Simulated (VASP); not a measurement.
# KI2 (Fm-3m) in VASP: further runs

Runs on KI2. Level: PBE. Tasks: relaxation of cell and atoms.

All numbers are computed with VASP 6.6.1; they aren't measurements. Logs are shortened: lines on timing, memory, paths and dates and some standing lists are left out, and cuts for length are marked.

### Step 1. The cell of the first run

The structure is cubic, space group Fm-3m (No. 225). Conventional cell: a = 8.085 Å, b = 8.085 Å, c = 8.085 Å, α = 90.00°, β = 90.00°, γ = 90.00°. K (site symmetry m-3m) has 8 I at 3.50 Å within 4.6 Å. Within 4.6 Å of I (site symmetry -43m) lie 4 K at 3.50 Å and 6 I at 4.04 Å.

The cell was generated, and may not be a known phase.

### Step 2. Relaxation of cell and atoms, PBE

INCAR reads:

```
SYSTEM = KI2
PREC = Accurate
ENCUT = 600
EDIFF = 1E-6
ISMEAR = 0
SIGMA = 0.1
LREAL = .False.
LASPH = .True.
NELM = 100
ALGO = Normal
ISIF = 3
LWAVE = .False.
LCHARG = .False.
GGA = PE
IBRION = 2
NSW = 100
EDIFFG = -0.01
```

KPOINTS reads:

```
Automatic mesh
0
Gamma
  10 10 10
  0 0 0
```

POSCAR reads:

```
KI2
1.0
    0.0000000000      4.0426488700      4.0426488700
    4.0426488700      0.0000000000      4.0426488700
    4.0426488700      4.0426488700      0.0000000000
K I
1 2
Direct
    0.0000000000      0.0000000000      0.0000000000
    0.7500000000      0.7500000000      0.7500000000
    0.2500000000      0.2500000000      0.2500000000
```

Potentials or basis: VASP PAW PBE potentials, release 64 (K_sv, I).

On the command line:

```sh
> cat potpaw_PBE.64/K_sv/POTCAR potpaw_PBE.64/I/POTCAR > POTCAR
> mpirun -np 1 vasp_std > vasp.out
```

OUTCAR:

```text
SYSTEM = KI2
   PREC = Accurate
   ENCUT = 600
   EDIFF = 1E-6
   ISMEAR = 0
   LREAL = .False.
   LASPH = .True.
   NELM = 100
   ISIF = 3
   GGA = PE
   IBRION = 2
   NSW = 100
   EDIFFG = -0.01

 ion  position               nearest neighbor table
   1  0.000  0.000  0.000-   2 3.50   2 3.50   2 3.50   3 3.50   3 3.50   3 3.50   3 3.50   2 3.50

   2  0.750  0.750  0.750-   1 3.50   1 3.50   1 3.50   1 3.50
   3  0.250  0.250  0.250-   1 3.50   1 3.50   1 3.50   1 3.50

  LATTYP: Found a face centered cubic cell.
 ALAT       =     8.0852977400

  Lattice vectors:

 A1 = (   0.0000000000,   4.0426488700,   4.0426488700)
 A2 = (   4.0426488700,   0.0000000000,   4.0426488700)
 A3 = (   4.0426488700,   4.0426488700,   0.0000000000)

Analysis of symmetry for initial positions (statically):
=====================================================================
 Subroutine PRICEL returns:
 Original cell was already a primitive cell.

 Routine SETGRP: Setting up the symmetry group for a
 face centered cubic supercell.

 Subroutine GETGRP returns: Found 48 space group operations
 (whereof 48 operations were pure point group operations)
 out of a pool of 48 trial point group operations.

The static configuration has the point symmetry O_h .

Analysis of symmetry for dynamics (positions and initial velocities):
=====================================================================
 Subroutine PRICEL returns:
 Original cell was already a primitive cell.

 Routine SETGRP: Setting up the symmetry group for a
 face centered cubic supercell.

 Subroutine GETGRP returns: Found 48 space group operations
 (whereof 48 operations were pure point group operations)
 out of a pool of 48 trial point group operations.

The dynamic configuration has the point symmetry O_h .

 Subroutine INISYM returns: Found 48 space group operations
 (whereof 48 operations are pure point group operations),
 and found     1 'primitive' translations

----------------------------------------------------------------------------------------

                                     Primitive cell

  volume of cell :     132.1381

  direct lattice vectors                    reciprocal lattice vectors
     0.000000000  4.042648870  4.042648870    -0.123681283  0.123681283  0.123681283
     4.042648870  0.000000000  4.042648870     0.123681283 -0.123681283  0.123681283
     4.042648870  4.042648870  0.000000000     0.123681283  0.123681283 -0.123681283

  length of vectors
     5.717168860  5.717168860  5.717168860     0.214222267  0.214222267  0.214222267

  position of ions in fractional coordinates (direct lattice)
     0.000000000  0.000000000  0.000000000
     0.750000000  0.750000000  0.750000000
     0.250000000  0.250000000  0.250000000

  ion indices of the primitive-cell ions
   primitive index   ion index
                 1           1
                 2           2
                 3           3

----------------------------------------------------------------------------------------

 KPOINTS: Automatic mesh

Automatic generation of k-mesh.
 Grid dimensions read from file:
 generate k-points for:   10   10   10

 Generating k-lattice:

  Cartesian coordinates                     Fractional coordinates (reciprocal lattice)
    -0.012368128  0.012368128  0.012368128     0.100000000  0.000000000  0.000000000
     0.012368128 -0.012368128  0.012368128     0.000000000  0.100000000  0.000000000
     0.012368128  0.012368128 -0.012368128     0.000000000  0.000000000  0.100000000

  Length of vectors
     0.021422227  0.021422227  0.021422227

  Shift w.r.t. Gamma in fractional coordinates (k-lattice)
     0.000000000  0.000000000  0.000000000

 Subroutine IBZKPT returns following result:
 ===========================================

 Found     47 irreducible k-points:

 Following reciprocal coordinates:
            Coordinates               Weight
  0.000000  0.000000  0.000000      1.000000
  0.100000  0.000000  0.000000      8.000000
  0.200000  0.000000  0.000000      8.000000
  0.300000  0.000000  0.000000      8.000000
  0.400000  0.000000  0.000000      8.000000
  0.500000  0.000000  0.000000      4.000000
[... 16 lines left out ...]
  0.300000  0.300000  0.000000      6.000000
  0.400000  0.300000  0.000000     24.000000
 [... further k-points ...]
   k-points           NKPTS =     47   k-points in BZ     NKDIM =     47   number of bands    NBANDS=     15
   number of dos      NEDOS =    301   number of ions     NIONS =      3
   total plane-waves  NPLWV = 110592
   dimension x,y,z NGX =    48 NGY =   48 NGZ =   48
   dimension x,y,z NGXF=    96 NGYF=   96 NGZF=   96
   ions per type =               1   2
   NGX,Y,Z   is equivalent  to a cutoff of  13.96, 13.96, 13.96 a.u.
   NGXF,Y,Z  is equivalent  to a cutoff of  27.92, 27.92, 27.92 a.u.
 SYSTEM =  KI2
   PREC   = accura    normal or accurate (medium, high low for compatibility)
   ISTART =      0    job   : 0-new  1-cont  2-samecut
   ICHARG =      2    charge: 1-file 2-atom 10-const
   ISPIN  =      1    spin polarized calculation?
   LNONCOLLINEAR =      F non collinear calculations
   LSORBIT =      F    spin-orbit coupling
   LASPH  =      T    aspherical Exc in radial PAW
   ENCUT  =  600.0 eV  44.10 Ry    6.64 a.u.  11.42 11.42 11.42*2*pi/ulx,y,z
   NELM   =    100;   NELMIN=  2; NELMDL= -5     # of ELM steps
   EDIFF  = 0.1E-05   stopping-criterion for ELM
   LREAL  =      F    real-space projection
   EDIFFG = -.1E-01   stopping-criterion for IOM
   NSW    =    100    number of steps for IOM
   IBRION =      2    ionic relax: 0-MD 1-quasi-New 2-CG
   NFREE  =      1    steps in history (QN), initial steepest desc. (CG)
   ISIF   =      3    stress and relaxation
   ISYM   =      2    0-nonsym 1-usesym 2-fastsym
   POTIM  = 0.5000    time-step for ionic-motion
   TEBEG  =    0.0;   TEEND  =   0.0 temperature during run
   PSTRESS=    0.0 pullay stress
   NELECT =      23.0000    total number of electrons
   NUPDOWN=      -1.0000    fix difference up-down
   EMIN   =  10.00;   EMAX   =-10.00  energy-range for DOS
   EFERMI =   0.00;   METHOD = LEGACY
   ISMEAR =     0;   SIGMA  =   0.10  broadening in eV -4-tet -1-fermi 0-gaus
   EFERMI_NEDOS =   21; number of points for ismear=-14 and -15
   IALGO  =     38    algorithm
   IMIX   =      4    mixing-type and parameters
     AMIX     =   0.40;   BMIX     =  1.00
     AMIX_MAG =   1.60;   BMIX_MAG =  1.00
  volume/ion in A,a.u.               =      44.05       297.24
  Fermi-wavevector in a.u.,A,eV,Ry     =   0.914060  1.727323 11.367748  0.835506
  Thomas-Fermi vector in A             =   2.038643
   LORBIT       =      0    0 simple, 1 ext, 2 COOP (PROOUT), +10 PAW based schemes
   GGA     = PE    functional components
   LHFCALC =     F    Hartree Fock is set to
   AEXX    =    0.0000 exact exchange contribution
   IVDW    =     0    specifies the selected vdW correction
   LEPSILON=     F    determine dielectric tensor
   LRPA    =     F    only Hartree local field effects (RPA)
 conjugate gradient relaxation of ions
 non-spin polarized calculation
 Gauss-broadening in eV      SIGMA  =   0.10
  energy-cutoff  :      600.00
  volume of cell :      132.14
 maximum number of plane-waves:      4477
 NGX is ok and might be reduce to    48
   NGX = 23   NGY = 23   NGZ = 23

--------------------------------------- Ionic step        1  -------------------------------------------

 number of electron      22.9999999 magnetization

 Free energy of the ion-electron system (eV)
  ---------------------------------------------------
  ext. energy  EPLUGINS =         0.00000000
  ---------------------------------------------------
  free energy    TOTEN  =        -6.32504304 eV

  energy without entropy =       -6.29278704  energy(sigma->0) =       -6.30891504

------------------------ aborting loop because EDIFF is reached ----------------------------------------

  FORCE on cell =-STRESS in cart. coord.  units (eV):
  Direction    XX          YY          ZZ          XY          YZ          ZX
  --------------------------------------------------------------------------------------
  -------------------------------------------------------------------------------------
  Total        0.7873943      0.7873943      0.7873943      0.0000000     -0.0000000      0.0000000
  in kB        9.5471728      9.5471728      9.5471728      0.0000000     -0.0000000      0.0000000
  external PRESSURE =       9.5471728 kB  Pullay stress =       0.0000000 kB
[... 22 lines left out ...]
  energy  without entropy=       -6.2927870414  energy(sigma->0) =       -6.30891504

--------------------------------------- Ionic step        2  -------------------------------------------

 number of electron      22.9999999 magnetization

 E-fermi :   0.2226     XC(G=0):  -7.2472

 val. band max:        0.2099456275   @ k =   0.4000   0.3000   0.1000
 cond. band min:       0.2226609946   @ k =   0.4000   0.4000   0.0000
 fundamental gap:      0.0127153670
 Fermi energy:         0.2226479767

 k-point     1 :       0.0000    0.0000    0.0000
  band No.  band energies     occupation
      1     -28.4929      2.00000
      2     -12.0056      2.00000
      3     -12.0056      2.00000
      4     -12.0056      2.00000
      5     -11.1622      2.00000
      6     -10.4708      2.00000
      7      -1.3388      2.00000
      8      -1.3388      2.00000
      9      -1.3388      2.00000
     10       0.0959      1.92685
     11       0.0959      1.92685
     12       0.0959      1.92685
     13       4.7867      0.00000
     14       6.2469      0.00000
     15       6.2469      0.00000
[... 485 lines left out ...]
  energy  without entropy=       -6.3188047035  energy(sigma->0) =       -6.33686483

--------------------------------------- Ionic step        4  -------------------------------------------

 number of electron      23.0000002 magnetization

 Free energy of the ion-electron system (eV)
  ---------------------------------------------------
  ext. energy  EPLUGINS =         0.00000000
  ---------------------------------------------------
  free energy    TOTEN  =        -6.35524000 eV

  energy without entropy =       -6.31949102  energy(sigma->0) =       -6.33736551

 E-fermi :  -0.0688     XC(G=0):  -7.0777

 val. band max:       -0.0690884480   @ k =   0.4000   0.4000   0.0000
 cond. band min:      -0.0667070206   @ k =  -0.4000   0.4000   0.1000
 fundamental gap:      0.0023814275
 Fermi energy:        -0.0688125676

 k-point     1 :       0.0000    0.0000    0.0000
  band No.  band energies     occupation
      1     -28.8206      2.00000
      2     -12.3240      2.00000
      3     -12.3240      2.00000
      4     -12.3240      2.00000
      5     -11.3435      2.00000
      6     -10.7313      2.00000
      7      -1.5162      2.00000
      8      -1.5162      2.00000
      9      -1.5162      2.00000
     10      -0.1903      1.91422
     11      -0.1903      1.91422
     12      -0.1903      1.91422
     13       4.4138      0.00000
     14       6.0316      0.00000
     15       6.0316      0.00000
[... 444 lines left out ...]
  FREE ENERGIE OF THE ION-ELECTRON SYSTEM (eV)
  ---------------------------------------------------
  free  energy   TOTEN  =        -6.3552400028 eV

  energy  without entropy=       -6.3194910208  energy(sigma->0) =       -6.33736551

 reached required accuracy - stopping structural energy minimisation
```

Run time: 3 min. Hardware: 1 thread of Intel Xeon 6975P-C (Granite Rapids), shared host; peak memory 0.4 GiB.

What came out:

```yaml
Free_energy: -6.3552 eV
Relaxed_volume: 47.75 Å³/atom
Relaxed_cell: a = 5.873 Å, b = 5.873 Å, c = 5.873 Å, α = 60.00°, β = 60.00°, γ = 60.00°
Space_group_after_relaxing_to_0.1_Å: Fm-3m (No. 225)
Energy_gained_by_relaxing: 10.1 meV/atom
Ionic_steps: 4
Pressure_after_relaxing: 0.0 GPa
Band_gap_on_the_k_mesh: zero (an odd number of electrons rules out a gap without spin polarisation)
```

The path:
| step | energy change (eV) | largest force (eV/Å) | pressure (GPa) | volume (Å³) |
| --- | --- | --- | --- | --- |
| 1 | 0.0000 | 0.0000 | 0.95 | 132.14 |
| 2 | -0.0221 | 0.0000 | 0.46 | 137.22 |
| 3 | -0.0299 | 0.0000 | -0.08 | 144.40 |
| 4 | -0.0302 | 0.0000 | -0.01 | 143.26 |

Final structure:
```cif
data_structure
_symmetry_space_group_name_H-M 'P 1'
_symmetry_Int_Tables_number 1
_cell_length_a 5.8732
_cell_length_b 5.8732
_cell_length_c 5.8732
_cell_angle_alpha 60.000
_cell_angle_beta 60.000
_cell_angle_gamma 60.000
_cell_volume 143.26
loop_
_atom_site_label
_atom_site_type_symbol
_atom_site_fract_x
_atom_site_fract_y
_atom_site_fract_z
_atom_site_occupancy
K1 K 0.00000 0.00000 0.00000 1
I1 I 0.75000 0.75000 0.75000 1
I2 I 0.25000 0.25000 0.25000 1
```

Levels at points of the mesh, in eV from the Fermi level:
```csv
k point,band 10,band 11,band 12,band 13,band 14,band 15
"(0.00, 0.00, 0.00)",-0.12,-0.12,-0.12,4.48,6.10,6.10
"(0.50, 0.00, 0.00)",-0.97,-0.84,-0.84,6.69,6.84,6.93
"(0.50, 0.50, 0.00)",0.01,0.01,0.28,5.00,6.51,6.98
```

Caveat: spin-orbit coupling is left out, which moves the levels of the heavy elements; an odd number of electrons without spin polarisation forces a metal; a magnetic or distorted state may lie lower.

### Step 3. Relaxation of cell and atoms, PBE

This run uses another cell than the first one, of 47.62 Å³/atom.

INCAR reads:

```
SYSTEM = KI2
ALGO = Normal ; EDIFF = 1E-6
EDIFFG = -0.01 ; ENCUT = 600
GGA = PE ; IBRION = 2
ISIF = 3 ; ISMEAR = 0
LASPH = .True. ; LCHARG = .False.
LREAL = .False. ; LWAVE = .False.
NELM = 60 ; NSW = 100
PREC = Accurate ; SIGMA = 0.1
```

KPOINTS reads:

```
k-points
0
Gamma
  10 10 10
  0 0 0
```

POSCAR reads:

```
KI2
1.0
    0.0000000000      4.1490560815      4.1490560815
    4.1490560815      0.0000000000      4.1490560815
    4.1490560815      4.1490560815      0.0000000000
K I
1 2
Direct
    0.0000000000      0.0000000000      0.0000000000
    0.7500000000      0.7500000000      0.7500000000
    0.2500000000      0.2500000000      0.2500000000
```

Potentials or basis: VASP PAW PBE potentials, release 64 (K_sv, I).

On the command line:

```sh
> cat potpaw_PBE.64/K_sv/POTCAR potpaw_PBE.64/I/POTCAR > POTCAR
> mpirun -np 1 vasp_std > vasp.out
```

OUTCAR:

```text
SYSTEM = KI2
   EDIFF = 1E-6
   EDIFFG = -0.01
   ENCUT = 600
   GGA = PE
   IBRION = 2
   ISIF = 3
   ISMEAR = 0
   LASPH = .True.
   LREAL = .False.
   NELM = 60
   NSW = 100
   PREC = Accurate

 ion  position               nearest neighbor table
   1  0.000  0.000  0.000-   2 3.59   3 3.59   2 3.59   2 3.59   2 3.59   3 3.59   3 3.59   3 3.59

   2  0.750  0.750  0.750-   1 3.59   1 3.59   1 3.59   1 3.59
   3  0.250  0.250  0.250-   1 3.59   1 3.59   1 3.59   1 3.59

  LATTYP: Found a face centered cubic cell.
 ALAT       =     8.2981121630

  Lattice vectors:

 A1 = (   0.0000000000,   4.1490560815,   4.1490560815)
 A2 = (   4.1490560815,   0.0000000000,   4.1490560815)
 A3 = (   4.1490560815,   4.1490560815,   0.0000000000)

Analysis of symmetry for initial positions (statically):
=====================================================================
 Subroutine PRICEL returns:
 Original cell was already a primitive cell.

 Routine SETGRP: Setting up the symmetry group for a
 face centered cubic supercell.

 Subroutine GETGRP returns: Found 48 space group operations
[... 185 lines left out ...]
      9      -1.5047      2.00000
     10      -0.1719      1.91511
     11      -0.1719      1.91511
     12      -0.1719      1.91511
     13       4.4379      0.00000
     14       6.0457      0.00000
[... 401 lines left out ...]
      2     -12.3897      2.00000
      3     -12.3121      2.00000
      4     -12.3083      2.00000
      5     -11.0447      2.00000
      6     -10.8820      2.00000
      7      -1.8238      2.00000
      8      -1.6159      2.00000
      9      -1.6033      2.00000
     10      -0.2286      1.98844
     11      -0.1171      1.65726
     12      -0.1138      1.63293
     13       5.2280      0.00000
     14       6.0495      0.00000
     15       7.0051      0.00000

 [... further k-points ...]

------------------------ aborting loop because EDIFF is reached ----------------------------------------

  FORCE on cell =-STRESS in cart. coord.  units (eV):
  Direction    XX          YY          ZZ          XY          YZ          ZX
  --------------------------------------------------------------------------------------
  -------------------------------------------------------------------------------------
  Total        0.0212093      0.0212093      0.0212093      0.0000000     -0.0000000      0.0000000
  in kB        0.2378807      0.2378807      0.2378807      0.0000000     -0.0000000      0.0000000
  external PRESSURE =       0.2378807 kB  Pullay stress =       0.0000000 kB

 VOLUME and BASIS-vectors are now :
 -----------------------------------------------------------------------------
  energy-cutoff  :      600.00
  volume of cell :      142.85
      direct lattice vectors                 reciprocal lattice vectors
     0.000000000  4.149056082  4.149056082    -0.120509338  0.120509338  0.120509338
     4.149056082  0.000000000  4.149056082     0.120509338 -0.120509338  0.120509338
     4.149056082  4.149056082  0.000000000     0.120509338  0.120509338 -0.120509338

 POSITION                                       TOTAL-FORCE (eV/Angst)
 -----------------------------------------------------------------------------------
      0.00000      0.00000      0.00000        -0.000000     -0.000000     -0.000000
      6.22358      6.22358      6.22358        -0.000000     -0.000000      0.000000
      2.07453      2.07453      2.07453         0.000000      0.000000      0.000000
 -----------------------------------------------------------------------------------
    total drift:                               -0.000000     -0.000000     -0.000000

  FREE ENERGIE OF THE ION-ELECTRON SYSTEM (eV)
  ---------------------------------------------------
  free  energy   TOTEN  =        -6.3557006997 eV

  energy  without entropy=       -6.3200839650  energy(sigma->0) =       -6.33789233

 reached required accuracy - stopping structural energy minimisation
```

It took 65 s on 1 thread of Intel Xeon 6975P-C (Granite Rapids), shared host; peak memory 0.38 GiB.

What came out:

- Free energy: -6.3557 eV
- Pressure after relaxing: 0.0 GPa
- Band gap on the k mesh: zero (an odd number of electrons rules out a gap without spin polarisation)

Final structure:
```
CELL_PARAMETERS angstrom
0.00000 4.14906 4.14906
4.14906 0.00000 4.14906
4.14906 4.14906 0.00000
ATOMIC_POSITIONS crystal
K 0.00000 0.00000 0.00000
I 0.75000 0.75000 0.75000
I 0.25000 0.25000 0.25000
```

Levels at points of the mesh, in eV from the Fermi level:
```csv
k point,band 8,band 9,band 10,band 11,band 12,band 13,band 14,band 15
"(0.00, 0.00, 0.00)",-1.45,-1.45,-0.12,-0.12,-0.12,4.49,6.10,6.10
"(0.50, 0.00, 0.00)",-1.00,-0.97,-0.97,-0.84,-0.84,6.69,6.87,6.93
"(0.50, 0.50, 0.00)",-1.61,-1.61,0.01,0.01,0.28,4.99,6.51,6.98
```

Caveat: the relaxation stopped at its first step, so nothing moved; spin-orbit coupling is left out, which moves the levels of the heavy elements; an odd number of electrons without spin polarisation forces a metal; a magnetic or distorted state may lie lower.
